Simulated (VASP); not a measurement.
# PbS in VASP: single point with PBEsol

Aim: the single point of PbS with PBEsol.

Program: VASP 6.6.1. These are calculated values, not measurements. Logs are shortened: lines on timing, memory, paths and dates and some standing lists are left out, and cuts for length are marked.

**1. The cell of the first run**

The cell holds a slab with vacuum, 4 atoms: a = 4.186 Å, b = 4.186 Å, c = 21.013 Å, α = 97.17°, β = 97.17°, γ = 92.15°.

**2. Single point, PBEsol (strained and its atoms moved)**

File INCAR:

```
SYSTEM = PbS
PREC = Accurate
ENCUT = 520
EDIFF = 1E-6
ISMEAR = 0
SIGMA = 0.02
LREAL = .False.
LASPH = .True.
NELM = 100
ALGO = Normal
ISIF = 2
LWAVE = .False.
LCHARG = .False.
GGA = PS
NBANDS = 28
```

File KPOINTS:

```
regular mesh
0
Gamma
  6 6 2
  0 0 0
```

File POSCAR:

```
PbS
1.0
    2.9016313273     -3.0153990057     -0.1193129516
    2.9016313273      3.0153990057     -0.1193129516
   -2.9294786583      0.0000000000     20.8074210928
Pb S
2 2
Direct
    0.7236747847      0.7346682143      0.9377999140
    0.2653317857      0.2763252153      0.0622000860
    0.2624755839      0.2108821543      0.9363262042
    0.7891178457      0.7375244161      0.0636737958
```

Potentials or basis: VASP PAW PBE potentials, release 64 (Pb_d, S).

Run with:

```sh
$ cat potpaw_PBE.64/Pb_d/POTCAR potpaw_PBE.64/S/POTCAR > POTCAR
$ mpirun -np 1 vasp_std > vasp.out
```

OUTCAR:

```text
SYSTEM = PbS
   PREC = Accurate
   ENCUT = 520
   EDIFF = 1E-6
   ISMEAR = 0
   LREAL = .False.
   LASPH = .True.
   NELM = 100
   ISIF = 2
   GGA = PS

 ion  position               nearest neighbor table
   1  0.724  0.735  0.938-   4 2.62   3 2.83   3 2.86   3 2.96   3 3.20   2 3.71   2 3.97   2 3.97
                             2 4.05
   2  0.265  0.276  0.062-   3 2.62   4 2.83   4 2.86   4 2.96   4 3.20   1 3.71   1 3.97   1 3.97
                             1 4.05
   3  0.262  0.211  0.936-   2 2.62   1 2.83   1 2.86   1 2.96   1 3.20
   4  0.789  0.738  0.064-   1 2.62   2 2.83   2 2.86   2 2.96   2 3.20

  Warning from LATTYP: Got some problem with cell dimensions!
  Tried to take original basis but could not verify dimensions!
  LATTYP: Found a base centered monoclinic cell.
 ALAT       =     5.8081666436
 B/A-ratio  =     1.0383307473
 C/A-ratio  =     3.5757550693
 COS(beta)  =    -0.0975655435

  Lattice vectors:

 A1 = (  -2.9016313273,   3.0153990057,   0.1193129516)
 A2 = (  -2.9016313273,  -3.0153990057,   0.1193129516)
 A3 = (   2.8737839963,   0.0000000000,  20.5687951896)

Analysis of symmetry for initial positions (statically):
=====================================================================
 Subroutine PRICEL returns:
 Original cell was already a primitive cell.

 Routine SETGRP: Setting up the symmetry group for a
 base centered monoclinic supercell.

 Subroutine GETGRP returns: Found  2 space group operations
 (whereof  2 operations were pure point group operations)
 out of a pool of  4 trial point group operations.

The static configuration has the point symmetry C_2 .

Analysis of symmetry for dynamics (positions and initial velocities):
=====================================================================
 Subroutine PRICEL returns:
 Original cell was already a primitive cell.

 Routine SETGRP: Setting up the symmetry group for a
 base centered monoclinic supercell.

 Subroutine GETGRP returns: Found  2 space group operations
 (whereof  2 operations were pure point group operations)
 out of a pool of  4 trial point group operations.

The dynamic configuration has the point symmetry C_2 .

 Subroutine INISYM returns: Found  2 space group operations
 (whereof  2 operations are pure point group operations),
 and found     1 'primitive' translations

----------------------------------------------------------------------------------------

                                     Primitive cell

  volume of cell :     362.0043

  direct lattice vectors                    reciprocal lattice vectors
     2.901631327 -3.015399006 -0.119312952     0.173320243 -0.165815535  0.024401772
     2.901631327  3.015399006 -0.119312952     0.173320243  0.165815535  0.024401772
    -2.929478658  0.000000000 20.807421093     0.001987690  0.000000000  0.048339623

  length of vectors
     4.186446119  4.186446119 21.012629958     0.241101939  0.241101939  0.048380472

  position of ions in fractional coordinates (direct lattice)
     0.723674785  0.734668214  0.937799914
     0.265331786  0.276325215  0.062200086
     0.262475584  0.210882154  0.936326204
     0.789117846  0.737524416  0.063673796

  ion indices of the primitive-cell ions
   primitive index   ion index
                 1           1
                 2           2
                 3           3
                 4           4

----------------------------------------------------------------------------------------

 KPOINTS: regular mesh

Automatic generation of k-mesh.
 Grid dimensions read from file:
 generate k-points for:    6    6    2

 Generating k-lattice:

  Cartesian coordinates                     Fractional coordinates (reciprocal lattice)
     0.028886707 -0.027635923  0.004066962     0.166666667 -0.000000000  0.000000000
     0.028886707  0.027635923  0.004066962    -0.000000000  0.166666667  0.000000000
     0.000993845  0.000000000  0.024169812     0.000000000  0.000000000  0.500000000

  Length of vectors
     0.040183656  0.040183656  0.024190236

  Shift w.r.t. Gamma in fractional coordinates (k-lattice)
     0.000000000  0.000000000  0.000000000

 Subroutine IBZKPT returns following result:
 ===========================================

 Found     26 irreducible k-points:

 Following reciprocal coordinates:
            Coordinates               Weight
  0.000000  0.000000  0.000000      1.000000
  0.166667  0.000000 -0.000000      4.000000
  0.333333  0.000000  0.000000      4.000000
  0.500000  0.000000  0.000000      2.000000
  0.166667  0.166667 -0.000000      2.000000
  0.333333  0.166667 -0.000000      4.000000
[... 16 lines left out ...]
  0.333333  0.333333  0.500000      2.000000
  0.500000  0.333333  0.500000      4.000000
 [... further k-points ...]
   k-points           NKPTS =     26   k-points in BZ     NKDIM =     26   number of bands    NBANDS=     28
   number of dos      NEDOS =    301   number of ions     NIONS =      4
   total plane-waves  NPLWV = 163840
   dimension x,y,z NGX =    32 NGY =   32 NGZ =  160
   dimension x,y,z NGXF=    64 NGYF=   64 NGZF=  320
   ions per type =               2   2
   NGX,Y,Z   is equivalent  to a cutoff of  12.71, 12.71, 12.66 a.u.
   NGXF,Y,Z  is equivalent  to a cutoff of  25.41, 25.41, 25.32 a.u.
 SYSTEM =  PbS
   PREC   = accura    normal or accurate (medium, high low for compatibility)
   ISTART =      0    job   : 0-new  1-cont  2-samecut
   ICHARG =      2    charge: 1-file 2-atom 10-const
   ISPIN  =      1    spin polarized calculation?
   LNONCOLLINEAR =      F non collinear calculations
   LSORBIT =      F    spin-orbit coupling
   LASPH  =      T    aspherical Exc in radial PAW
   ENCUT  =  520.0 eV  38.22 Ry    6.18 a.u.   7.78  7.78 39.07*2*pi/ulx,y,z
   NELM   =    100;   NELMIN=  2; NELMDL= -5     # of ELM steps
   EDIFF  = 0.1E-05   stopping-criterion for ELM
   LREAL  =      F    real-space projection
   EDIFFG = 0.1E-04   stopping-criterion for IOM
   NSW    =      0    number of steps for IOM
   IBRION =     -1    ionic relax: 0-MD 1-quasi-New 2-CG
   NFREE  =      0    steps in history (QN), initial steepest desc. (CG)
   ISIF   =      2    stress and relaxation
   ISYM   =      2    0-nonsym 1-usesym 2-fastsym
   POTIM  = 0.5000    time-step for ionic-motion
   TEBEG  =    0.0;   TEEND  =   0.0 temperature during run
   PSTRESS=    0.0 pullay stress
   NELECT =      40.0000    total number of electrons
   NUPDOWN=      -1.0000    fix difference up-down
   EMIN   =  10.00;   EMAX   =-10.00  energy-range for DOS
   EFERMI =   0.00;   METHOD = LEGACY
   ISMEAR =     0;   SIGMA  =   0.02  broadening in eV -4-tet -1-fermi 0-gaus
   EFERMI_NEDOS =   21; number of points for ismear=-14 and -15
   IALGO  =     38    algorithm
   IMIX   =      4    mixing-type and parameters
     AMIX     =   0.40;   BMIX     =  1.00
     AMIX_MAG =   1.60;   BMIX_MAG =  1.00
  volume/ion in A,a.u.               =      90.50       610.73
  Fermi-wavevector in a.u.,A,eV,Ry     =   0.785580  1.484530  8.396637  0.617135
  Thomas-Fermi vector in A             =   1.889944
   LORBIT       =      0    0 simple, 1 ext, 2 COOP (PROOUT), +10 PAW based schemes
   GGA     = PS    functional components
   LHFCALC =     F    Hartree Fock is set to
   AEXX    =    0.0000 exact exchange contribution
   IVDW    =     0    specifies the selected vdW correction
   LEPSILON=     F    determine dielectric tensor
   LRPA    =     F    only Hartree local field effects (RPA)
 non-spin polarized calculation
 Gauss-broadening in eV      SIGMA  =   0.02
  energy-cutoff  :      520.00
  volume of cell :      362.00
 maximum number of plane-waves:      9774
   NGX = 15   NGY = 15   NGZ = 79

 number of electron      39.9999995 magnetization

 Free energy of the ion-electron system (eV)
  ---------------------------------------------------
  ext. energy  EPLUGINS =         0.00000000
  ---------------------------------------------------
  free energy    TOTEN  =       -18.38590944 eV

  energy without entropy =      -18.38590944  energy(sigma->0) =      -18.38590944

 E-fermi :  -1.7383     XC(G=0):  -3.2847

 val. band max:       -1.8706415825   @ k =   0.5000   0.0000   0.5000
 cond. band min:      -0.2625253821   @ k =   0.5000   0.0000   0.5000
 fundamental gap:      1.6081162004
 Fermi energy:        -1.7382526957

 k-point     1 :       0.0000    0.0000    0.0000
  band No.  band energies     occupation
      1     -18.2198      2.00000
      2     -18.0513      2.00000
      3     -18.0475      2.00000
      4     -18.0174      2.00000
      5     -18.0150      2.00000
      6     -18.0024      2.00000
[... 20 lines left out ...]
     27       3.4868      0.00000
     28       3.5850      0.00000

 k-point     2 :       0.1667    0.0000   -0.0000
  band No.  band energies     occupation
      1     -18.1983      2.00000
      2     -18.0546      2.00000
      3     -18.0414      2.00000
      4     -18.0230      2.00000
      5     -18.0114      2.00000
      6     -18.0031      2.00000
[... 20 lines left out ...]
     27       3.3630      0.00000
     28       3.4935      0.00000

 k-point     3 :       0.3333    0.0000    0.0000
  band No.  band energies     occupation
      1     -18.1479      2.00000
      2     -18.0692      2.00000
      3     -18.0434      2.00000
      4     -18.0335      2.00000
      5     -18.0199      2.00000
      6     -17.9941      2.00000
[... 20 lines left out ...]
     27       3.5438      0.00000
     28       3.8392      0.00000

 k-point     4 :       0.5000    0.0000    0.0000
  band No.  band energies     occupation
      1     -18.1014      2.00000
      2     -18.0922      2.00000
      3     -18.0602      2.00000
      4     -18.0392      2.00000
      5     -18.0181      2.00000
      6     -17.9976      2.00000
[... 20 lines left out ...]
     27       4.4042      0.00000
     28       4.4824      0.00000

 k-point     5 :       0.1667    0.1667   -0.0000
  band No.  band energies     occupation
      1     -18.1790      2.00000
      2     -18.0554      2.00000
      3     -18.0387      2.00000
      4     -18.0329      2.00000
      5     -18.0089      2.00000
      6     -18.0058      2.00000
[... 20 lines left out ...]
     27       3.3249      0.00000
     28       3.4701      0.00000

 k-point     6 :       0.3333    0.1667   -0.0000
  band No.  band energies     occupation
      1     -18.1498      2.00000
      2     -18.0832      2.00000
      3     -18.0500      2.00000
      4     -18.0301      2.00000
      5     -18.0153      2.00000
      6     -17.9928      2.00000
[... 463 lines left out ...]
      5     -18.0125      2.00000
      6     -18.0007      2.00000
[... 20 lines left out ...]
     27       3.7672      0.00000
     28       3.9626      0.00000

 k-point    22 :      -0.1667    0.1667    0.5000
  band No.  band energies     occupation
      1     -18.1900      2.00000
      2     -18.0714      2.00000
      3     -18.0342      2.00000
      4     -18.0170      2.00000
      5     -18.0154      2.00000
      6     -18.0053      2.00000
[... 20 lines left out ...]
     27       3.3766      0.00000
     28       3.4432      0.00000

 k-point    23 :       0.3333    0.3333    0.5000
  band No.  band energies     occupation
      1     -18.1689      2.00000
      2     -18.1378      2.00000
      3     -18.0422      2.00000
      4     -18.0319      2.00000
      5     -18.0054      2.00000
      6     -17.9894      2.00000
[... 20 lines left out ...]
     27       4.2843      0.00000
     28       4.3989      0.00000

 k-point    24 :       0.5000    0.3333    0.5000
  band No.  band energies     occupation
      1     -18.1785      2.00000
      2     -18.1746      2.00000
      3     -18.0417      2.00000
      4     -18.0323      2.00000
      5     -18.0038      2.00000
      6     -17.9958      2.00000
[... 20 lines left out ...]
     27       4.2727      0.00000
     28       4.4506      0.00000

 [... further k-points ...]

------------------------ aborting loop because EDIFF is reached ----------------------------------------

  FORCE on cell =-STRESS in cart. coord.  units (eV):
  Direction    XX          YY          ZZ          XY          YZ          ZX
  --------------------------------------------------------------------------------------
  -------------------------------------------------------------------------------------
  Total        2.0487835     -0.4986801      1.8192358      0.0000000      0.0000000      1.0885361
  in kB        9.0676114     -2.2070840      8.0516675      0.0000000      0.0000000      4.8176992
  external PRESSURE =       4.9707316 kB  Pullay stress =       0.0000000 kB

 VOLUME and BASIS-vectors are now :
 -----------------------------------------------------------------------------
  energy-cutoff  :      520.00
  volume of cell :      362.00
      direct lattice vectors                 reciprocal lattice vectors
     2.901631327 -3.015399006 -0.119312952     0.173320243 -0.165815535  0.024401772
     2.901631327  3.015399006 -0.119312952     0.173320243  0.165815535  0.024401772
    -2.929478658  0.000000000 20.807421093     0.001987690  0.000000000  0.048339623

 POSITION                                       TOTAL-FORCE (eV/Angst)
 -----------------------------------------------------------------------------------
      1.48431      0.03315     19.33920        -0.071290     -0.069222     -0.546611
      1.38948      0.03315      1.22960         0.071290     -0.069222      0.546611
     -1.36944     -0.15557     19.42606        -0.375977      0.069222     -0.191100
      4.24322     -0.15557      1.14274         0.375977      0.069222      0.191100
 -----------------------------------------------------------------------------------
    total drift:                                0.000000     -0.000302      0.000000

  FREE ENERGIE OF THE ION-ELECTRON SYSTEM (eV)
  ---------------------------------------------------
  free  energy   TOTEN  =       -18.3859094424 eV

  energy  without entropy=      -18.3859094424  energy(sigma->0) =      -18.38590944
```

Wall time 4 min (1 thread of AMD EPYC 9R45 (Zen 5), shared host); peak memory 0.5 GiB.

What came out:

```yaml
Free_energy: -18.3859 eV
Largest_force: 0.556 eV/Å
Band_gap_on_the_k_mesh: 1.61 eV, direct
```

Forces in eV/Å, atoms in the order of the input:
```
Pb  -0.071 -0.069 -0.547
Pb   0.071 -0.069  0.547
S   -0.376  0.069 -0.191
S    0.376  0.069  0.191
```

Caveat: the cell differs from its parent crystal (strained and its atoms moved); the PAW data sets were made with another functional, which shifts forces and pressure a little; spin-orbit coupling is left out, which moves the levels of the heavy elements.
